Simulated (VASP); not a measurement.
# InO in VASP: notebook, part 2 of 2

VASP 6.6.1. The steps go on from the part before.

## Step 3: Single point, PBE+D3(BJ) (strain -0.050 along x and y, +0.025 along z)

INCAR reads:

```
ALGO     = Normal         # electronic algorithm
EDIFF    = 1E-7           # SCF threshold, eV
ENCUT    = 520            # plane-wave cutoff, eV
GGA      = PE             # functional
ISIF     = 2              # what is computed and relaxed
ISMEAR   = 0              # smearing method
IVDW     = 12             # dispersion correction
LASPH    = T              # aspherical terms in the spheres
LCHARG   = F              # write CHGCAR
LREAL    = F              # projectors in reciprocal space
LWAVE    = F              # write WAVECAR
NBANDS   = 27             # bands
NELM     = 80             # most SCF steps
PREC     = Accurate       # precision mode
SIGMA    = 0.05           # smearing width, eV
```

KPOINTS reads:

```
k-points
0
Gamma
  12 12 2
```

POSCAR reads:

```
InO
1.0
    3.2582940281      0.0000000000      0.0000000000
   -1.6291470140      2.8217654013      0.0000000000
    0.0000000000      0.0000000000     16.2483227879
In O
2 2
Direct
    0.6666666667      0.3333333333      0.5895266171
    0.6666666667      0.3333333333      0.4104733829
    0.0000000000      0.0000000000      0.6398766429
    0.0000000000      0.0000000000      0.3601233571
```

Potentials or basis: VASP PAW PBE potentials, release 64 (In_d, O).

Launch:

```console
cat potpaw_PBE.64/In_d/POTCAR potpaw_PBE.64/O/POTCAR > POTCAR
mpirun -np 1 vasp_std > vasp.out
```

OUTCAR:

```text
EDIFF = 1E-7
   ENCUT = 520
   GGA = PE
   ISIF = 2
   ISMEAR = 0
   IVDW = 12
   LASPH = T
   LREAL = F
   NELM = 80
   PREC = Accurate
 IVDW          = 12

 ion  position               nearest neighbor table
   1  0.667  0.333  0.590-   3 2.05   3 2.05   3 2.05   2 2.91
   2  0.667  0.333  0.410-   4 2.05   4 2.05   4 2.05   1 2.91
   3  0.000  0.000  0.640-   1 2.05   1 2.05   1 2.05
   4  0.000  0.000  0.360-   2 2.05   2 2.05   2 2.05

  LATTYP: Found a hexagonal cell.
 ALAT       =     3.2582940281
 C/A-ratio  =     4.9867576860

  Lattice vectors:

 A1 = (   3.2582940281,   0.0000000000,   0.0000000000)
 A2 = (  -1.6291470140,   2.8217654013,   0.0000000000)
 A3 = (   0.0000000000,   0.0000000000,  16.2483227879)

Analysis of symmetry for initial positions (statically):
=====================================================================
 Subroutine PRICEL returns:
 Original cell was already a primitive cell.

 Routine SETGRP: Setting up the symmetry group for a
 hexagonal supercell.

 Subroutine GETGRP returns: Found 12 space group operations
 (whereof 12 operations were pure point group operations)
 out of a pool of 24 trial point group operations.

The static configuration has the point symmetry D_3h.

Analysis of symmetry for dynamics (positions and initial velocities):
=====================================================================
 Subroutine PRICEL returns:
 Original cell was already a primitive cell.

 Routine SETGRP: Setting up the symmetry group for a
 hexagonal supercell.

 Subroutine GETGRP returns: Found 12 space group operations
[... 118 lines left out ...]
   NELECT =      38.0000    total number of electrons
   NUPDOWN=      -1.0000    fix difference up-down
   EMIN   =  10.00;   EMAX   =-10.00  energy-range for DOS
   EFERMI =   0.00;   METHOD = LEGACY
   ISMEAR =     0;   SIGMA  =   0.05  broadening in eV -4-tet -1-fermi 0-gaus
   EFERMI_NEDOS =   21; number of points for ismear=-14 and -15
   IALGO  =     38    algorithm
   IMIX   =      4    mixing-type and parameters
     AMIX     =   0.40;   BMIX     =  1.00
     AMIX_MAG =   1.60;   BMIX_MAG =  1.00
  volume/ion in A,a.u.               =      37.35       252.03
  Fermi-wavevector in a.u.,A,eV,Ry     =   1.037280  1.960176 14.639194  1.075950
  Thomas-Fermi vector in A             =   2.171711
   LORBIT       =      0    0 simple, 1 ext, 2 COOP (PROOUT), +10 PAW based schemes
   GGA     = PE    functional components
   LHFCALC =     F    Hartree Fock is set to
   AEXX    =    0.0000 exact exchange contribution
   IVDW    =    12    specifies the selected vdW correction
   LEPSILON=     F    determine dielectric tensor
   LRPA    =     F    only Hartree local field effects (RPA)
 non-spin polarized calculation
 Gauss-broadening in eV      SIGMA  =   0.05
  energy-cutoff  :      520.00
  volume of cell :      149.39
 maximum number of plane-waves:      4074
   NGX = 13   NGY = 13   NGZ = 61

 number of electron      38.0000039 magnetization

 Free energy of the ion-electron system (eV)
  ---------------------------------------------------
  ext. energy  EPLUGINS =         0.00000000
  ---------------------------------------------------
  free energy    TOTEN  =       -18.98022792 eV

  energy without entropy =      -18.98022247  energy(sigma->0) =      -18.98022519

 E-fermi :  -0.7816     XC(G=0):  -5.0539

 val. band max:       -0.8927577193   @ k =   0.3333   0.3333   0.0000
 cond. band min:      -0.6779180302   @ k =   0.0000   0.0000   0.5000
 fundamental gap:      0.2148396891
 Fermi energy:        -0.7816351395

 k-point     1 :       0.0000    0.0000    0.0000
  band No.  band energies     occupation
      1     -19.7083      2.00000
      2     -19.6892      2.00000
      3     -14.9040      2.00000
      4     -14.9040      2.00000
      5     -14.8694      2.00000
      6     -14.8694      2.00000
[... 709 lines left out ...]
     26       8.0286      0.00000
     27       8.3053      0.00000

 [... further k-points ...]

------------------------ aborting loop because EDIFF is reached ----------------------------------------

 Edisp (eV)   -0.63294

 E8    (eV) :    -0.2956

  FORCE on cell =-STRESS in cart. coord.  units (eV):
  Direction    XX          YY          ZZ          XY          YZ          ZX
  --------------------------------------------------------------------------------------
  -------------------------------------------------------------------------------------
  Total       7.67397     7.67397     0.62465     0.00000     0.00000     0.00000
  in kB      82.30212    82.30212     6.69924     0.00000     0.00000     0.00000
  external pressure =       57.10 kB  Pullay stress =        0.00 kB

 VOLUME and BASIS-vectors are now :
 -----------------------------------------------------------------------------
  energy-cutoff  :      520.00
  volume of cell :      149.39
      direct lattice vectors                 reciprocal lattice vectors
     3.258294028  0.000000000  0.000000000     0.306909073  0.177194036  0.000000000
    -1.629147014  2.821765401  0.000000000     0.000000000  0.354388072  0.000000000
     0.000000000  0.000000000 16.248322788     0.000000000  0.000000000  0.061544814

 POSITION                                       TOTAL-FORCE (eV/Angst)
 -----------------------------------------------------------------------------------
      1.62915      0.94059      9.57882         0.000000     -0.000000     -1.382826
      1.62915      0.94059      6.66950         0.000000      0.000000      1.382826
      0.00000      0.00000     10.39692        -0.000000      0.000000      1.039687
      0.00000      0.00000      5.85140        -0.000000      0.000000     -1.039687
 -----------------------------------------------------------------------------------
    total drift:                               -0.000001      0.000001      0.000000

  FREE ENERGIE OF THE ION-ELECTRON SYSTEM (eV)
  ---------------------------------------------------
  free  energy   TOTEN  =       -19.6131715926 eV

  energy  without entropy=      -19.6131661435  energy(sigma->0) =      -19.61316887
```

OSZICAR:

```text
N       E                     dE             d eps       ncg     rms          rms(c)
DAV:   1     0.416360014241E+03    0.41636E+03   -0.18109E+04  2052   0.148E+03
DAV:   2     0.439030744605E+02   -0.37246E+03   -0.35711E+03  2269   0.394E+02
DAV:   3    -0.199120055835E+02   -0.63815E+02   -0.62746E+02  2516   0.180E+02
[... 14 lines left out ...]
DAV:  18    -0.189802176851E+02   -0.60835E-04   -0.39565E-06  2252   0.719E-03    0.131E-03
DAV:  19    -0.189802245655E+02   -0.68804E-05   -0.17637E-07  1929   0.268E-03    0.615E-04
DAV:  20    -0.189802275644E+02   -0.29989E-05   -0.10763E-07  1684   0.304E-03    0.791E-04
DAV:  21    -0.189802278657E+02   -0.30131E-06   -0.15462E-08  1821   0.130E-03    0.365E-04
DAV:  22    -0.189802279170E+02   -0.51370E-07   -0.49880E-09  1699   0.677E-04
   1 F= -.19613172E+02 E0= -.19613169E+02  d E =-.544912E-05
```

Wall time 3.4 min (1 thread of Intel Xeon 6975P-C, shared host); peak memory 0.33 GiB.

What came out:

```yaml
Free_energy: -19.6132 eV
Largest_force: 1.383 eV/Å
Band_gap_on_the_k_mesh: 0.21 eV, indirect (least direct gap 1.52 eV)
Dispersion_energy_per_atom: -0.158 eV
```

Forces on the atoms (eV/Å):
```
In   0.000  0.000 -1.383
In   0.000  0.000  1.383
O    0.000  0.000  1.040
O    0.000  0.000 -1.040
```

Levels at points of the mesh, in eV from the valence-band top:
```
           k point  band 15  band 16  band 17  band 18  band 19  band 20  band 21  band 22  band 23  band 24
(0.00, 0.00, 0.00)    -2.09    -2.09    -2.06    -2.06    -1.30     0.21     3.29     5.85     5.86     7.61
(0.50, 0.00, 0.00)    -3.30    -3.14    -3.05    -2.76    -0.50     2.07     4.49     4.99     7.51     8.86
(0.00, 0.00, 0.50)    -2.09    -2.09    -2.06    -2.06    -1.30     0.21     3.30     5.62     6.28     6.96
(0.50, 0.00, 0.50)    -3.30    -3.14    -3.05    -2.76    -0.50     2.07     4.49     4.99     7.51     8.85
```

Caveat: the cell differs from its parent crystal (strain -0.050 along x and y, +0.025 along z); spin-orbit coupling is left out, which moves the levels of the heavy elements.

## Step 4: Single point, PBE+D3(BJ) (strain -0.025 along x and y, -0.025 along z)

INCAR reads:

```
PREC = Accurate
ENCUT = 520
EDIFF = 1E-6
ISMEAR = 0
SIGMA = 0.05
LREAL = F
LASPH = T
NELM = 60
ALGO = Normal
ISIF = 2
LWAVE = F
LCHARG = F
GGA = PE
IVDW = 12
NBANDS = 27
```

KPOINTS reads:

```
Automatic mesh
0
Gamma
  12 12 2
```

POSCAR reads:

```
InO
1.0
    3.3440386077      0.0000000000      0.0000000000
   -1.6720193039      2.8960223855      0.0000000000
    0.0000000000      0.0000000000     15.4557216763
In O
2 2
Direct
    0.6666666667      0.3333333333      0.5895266171
    0.6666666667      0.3333333333      0.4104733829
    0.0000000000      0.0000000000      0.6398766429
    0.0000000000      0.0000000000      0.3601233571
```

Potentials or basis: VASP PAW PBE potentials, release 64 (In_d, O).

Launch:

```console
cat potpaw_PBE.64/In_d/POTCAR potpaw_PBE.64/O/POTCAR > POTCAR
mpirun -np 1 vasp_std > vasp.out
```

OUTCAR:

```text
PREC = Accurate
   ENCUT = 520
   EDIFF = 1E-6
   ISMEAR = 0
   LREAL = F
   LASPH = T
   NELM = 60
   ISIF = 2
   GGA = PE
   IVDW = 12
 IVDW          = 12

 ion  position               nearest neighbor table
   1  0.667  0.333  0.590-   3 2.08   3 2.08   3 2.08   2 2.77
   2  0.667  0.333  0.410-   4 2.08   4 2.08   4 2.08   1 2.77
   3  0.000  0.000  0.640-   1 2.08   1 2.08   1 2.08
   4  0.000  0.000  0.360-   2 2.08   2 2.08   2 2.08

  LATTYP: Found a hexagonal cell.
 ALAT       =     3.3440386077
 C/A-ratio  =     4.6218729774

  Lattice vectors:

 A1 = (   3.3440386077,   0.0000000000,   0.0000000000)
 A2 = (  -1.6720193039,   2.8960223855,   0.0000000000)
 A3 = (   0.0000000000,   0.0000000000,  15.4557216763)

Analysis of symmetry for initial positions (statically):
=====================================================================
 Subroutine PRICEL returns:
 Original cell was already a primitive cell.

 Routine SETGRP: Setting up the symmetry group for a
 hexagonal supercell.

 Subroutine GETGRP returns: Found 12 space group operations
 (whereof 12 operations were pure point group operations)
 out of a pool of 24 trial point group operations.

The static configuration has the point symmetry D_3h.

Analysis of symmetry for dynamics (positions and initial velocities):
=====================================================================
 Subroutine PRICEL returns:
 Original cell was already a primitive cell.

 Routine SETGRP: Setting up the symmetry group for a
 hexagonal supercell.

 Subroutine GETGRP returns: Found 12 space group operations
 (whereof 12 operations were pure point group operations)
 out of a pool of 24 trial point group operations.

The dynamic configuration has the point symmetry D_3h.
[... 118 lines left out ...]
   ISMEAR =     0;   SIGMA  =   0.05  broadening in eV -4-tet -1-fermi 0-gaus
   EFERMI_NEDOS =   21; number of points for ismear=-14 and -15
   IALGO  =     38    algorithm
   IMIX   =      4    mixing-type and parameters
     AMIX     =   0.40;   BMIX     =  1.00
     AMIX_MAG =   1.60;   BMIX_MAG =  1.00
  volume/ion in A,a.u.               =      37.42       252.52
  Fermi-wavevector in a.u.,A,eV,Ry     =   1.036610  1.958908 14.620267  1.074559
  Thomas-Fermi vector in A             =   2.171008
   LORBIT       =      0    0 simple, 1 ext, 2 COOP (PROOUT), +10 PAW based schemes
   GGA     = PE    functional components
   LHFCALC =     F    Hartree Fock is set to
   AEXX    =    0.0000 exact exchange contribution
   IVDW    =    12    specifies the selected vdW correction
   LEPSILON=     F    determine dielectric tensor
   LRPA    =     F    only Hartree local field effects (RPA)
 non-spin polarized calculation
 Gauss-broadening in eV      SIGMA  =   0.05
  energy-cutoff  :      520.00
  volume of cell :      149.68
 maximum number of plane-waves:      4077
 NGX is ok and might be reduce to    28
   NGX = 13   NGY = 13   NGZ = 57

 number of electron      38.0000007 magnetization

 Free energy of the ion-electron system (eV)
  ---------------------------------------------------
  ext. energy  EPLUGINS =         0.00000000
  ---------------------------------------------------
  free energy    TOTEN  =       -19.23956276 eV

  energy without entropy =      -19.23956276  energy(sigma->0) =      -19.23956276

 E-fermi :  -0.8169     XC(G=0):  -5.1275

 val. band max:       -1.0987017771   @ k =   0.3333   0.3333   0.0000
 cond. band min:      -0.5881989584   @ k =   0.0000   0.0000   0.5000
 fundamental gap:      0.5105028187
 Fermi energy:        -0.8169156017

 k-point     1 :       0.0000    0.0000    0.0000
  band No.  band energies     occupation
      1     -19.3395      2.00000
      2     -19.3122      2.00000
      3     -14.7995      2.00000
      4     -14.7995      2.00000
      5     -14.7435      2.00000
      6     -14.7435      2.00000
[... 709 lines left out ...]
     26       7.7946      0.00000
     27       7.9689      0.00000

 [... further k-points ...]

------------------------ aborting loop because EDIFF is reached ----------------------------------------

 Edisp (eV)   -0.61509

 E8    (eV) :    -0.2874

  FORCE on cell =-STRESS in cart. coord.  units (eV):
  Direction    XX          YY          ZZ          XY          YZ          ZX
  --------------------------------------------------------------------------------------
  -------------------------------------------------------------------------------------
  Total       4.28190     4.28190     2.18795    -0.00000     0.00000     0.00000
  in kB      45.83363    45.83363    23.41987    -0.00000     0.00000     0.00000
  external pressure =       38.36 kB  Pullay stress =        0.00 kB

 VOLUME and BASIS-vectors are now :
 -----------------------------------------------------------------------------
  energy-cutoff  :      520.00
  volume of cell :      149.68
      direct lattice vectors                 reciprocal lattice vectors
     3.344038608  0.000000000  0.000000000     0.299039610  0.172650599  0.000000000
    -1.672019304  2.896022385  0.000000000     0.000000000  0.345301198  0.000000000
     0.000000000  0.000000000 15.455721676     0.000000000  0.000000000  0.064700958

 POSITION                                       TOTAL-FORCE (eV/Angst)
 -----------------------------------------------------------------------------------
      1.67202      0.96534      9.11156        -0.000000     -0.000000     -0.372732
      1.67202      0.96534      6.34416        -0.000000      0.000000      0.372732
      0.00000      0.00000      9.88976         0.000000      0.000000      0.763603
      0.00000      0.00000      5.56597         0.000000      0.000000     -0.763603
 -----------------------------------------------------------------------------------
    total drift:                               -0.000000      0.000000      0.000000

  FREE ENERGIE OF THE ION-ELECTRON SYSTEM (eV)
  ---------------------------------------------------
  free  energy   TOTEN  =       -19.8546552340 eV

  energy  without entropy=      -19.8546552340  energy(sigma->0) =      -19.85465523
```

OSZICAR:

```text
N       E                     dE             d eps       ncg     rms          rms(c)
DAV:   1     0.404433590555E+03    0.40443E+03   -0.18222E+04  2068   0.147E+03
DAV:   2     0.406952415802E+02   -0.36374E+03   -0.34904E+03  2284   0.387E+02
DAV:   3    -0.204316969495E+02   -0.61127E+02   -0.60161E+02  2493   0.176E+02
[... 12 lines left out ...]
DAV:  16    -0.192394775944E+02   -0.15641E-03   -0.42458E-05  2633   0.487E-02    0.130E-02
DAV:  17    -0.192395234561E+02   -0.45862E-04   -0.85173E-06  2585   0.295E-02    0.716E-03
DAV:  18    -0.192395574253E+02   -0.33969E-04   -0.18356E-06  1897   0.851E-03    0.148E-03
DAV:  19    -0.192395617630E+02   -0.43378E-05   -0.19275E-07  1759   0.414E-03    0.681E-04
DAV:  20    -0.192395627579E+02   -0.99483E-06   -0.42210E-08  1673   0.174E-03
   1 F= -.19854655E+02 E0= -.19854655E+02  d E =-.159000E-12
```

stdout:

```text
POSCAR found type information on POSCAR InO
 POSCAR found :  2 types and       4 ions
 scaLAPACK will be used
 LDA part: xc-table for (Slater+PW92), standard interpolation
 POSCAR, INCAR and KPOINTS ok, starting setup
 FFT: planning ... GRIDC
 FFT: planning ... GRID_SOFT
 FFT: planning ... GRID
 WAVECAR not read
 entering main loop
```

Run time: 4.6 min. Hardware: 1 thread of Intel Xeon 6975P-C, shared host; peak memory 0.38 GiB.

What came out:

```
Free energy                : -19.8547 eV
Largest force              : 0.764 eV/Å
Band gap on the k mesh     : 0.51 eV, indirect (least direct gap 1.42 eV)
Dispersion energy per atom : -0.154 eV
```

Forces in eV/Å, atoms in the order of the input:
```
In   0.000  0.000 -0.373
In   0.000  0.000  0.373
O    0.000  0.000  0.764
O    0.000  0.000 -0.764
```

Levels at points of the mesh, in eV from the valence-band top:
| k point | band 15 | band 16 | band 17 | band 18 | band 19 | band 20 | band 21 | band 22 | band 23 | band 24 |
| --- | --- | --- | --- | --- | --- | --- | --- | --- | --- | --- |
| (0.00, 0.00, 0.00) | -1.84 | -1.84 | -1.80 | -1.80 | -0.90 | 0.51 | 3.50 | 6.01 | 6.15 | 8.15 |
| (0.50, 0.00, 0.00) | -2.93 | -2.87 | -2.74 | -2.25 | -0.31 | 2.30 | 4.73 | 5.64 | 7.34 | 8.68 |
| (0.00, 0.00, 0.50) | -1.84 | -1.84 | -1.80 | -1.80 | -0.90 | 0.51 | 3.50 | 5.80 | 6.53 | 7.44 |
| (0.50, 0.00, 0.50) | -2.93 | -2.87 | -2.74 | -2.25 | -0.31 | 2.30 | 4.73 | 5.64 | 7.34 | 8.68 |

Caveat: the cell differs from its parent crystal (strain -0.025 along x and y, -0.025 along z); spin-orbit coupling is left out, which moves the levels of the heavy elements.

## Step 5: The runs side by side

| cell | gap on the mesh (eV) | largest force (eV/Å) |
| --- | --- | --- |
| a = 3.344, b = 3.344, c = 15.059 Å, angles 90.0, 90.0, 120.0°, 4 atoms | 0.61 | 0.97 |
| a = 3.258, b = 3.258, c = 16.248 Å, angles 90.0, 90.0, 120.0°, 4 atoms | 0.21 | 1.38 |
| a = 3.344, b = 3.344, c = 15.456 Å, angles 90.0, 90.0, 120.0°, 4 atoms | 0.51 | 0.76 |

Alike in all rows: task single point; level PBE+D3(BJ); potentials or basis VASP PAW PBE potentials, release 64 (In_d, O); no spin polarisation; k mesh 12 × 12 × 2; cutoff (eV) 520; smearing gaussian 0.05 eV.

Caveats: spin-orbit coupling is left out, which moves the levels of the heavy elements.

Total energies depend on the potentials used, so only differences within one code and one set of settings carry meaning.
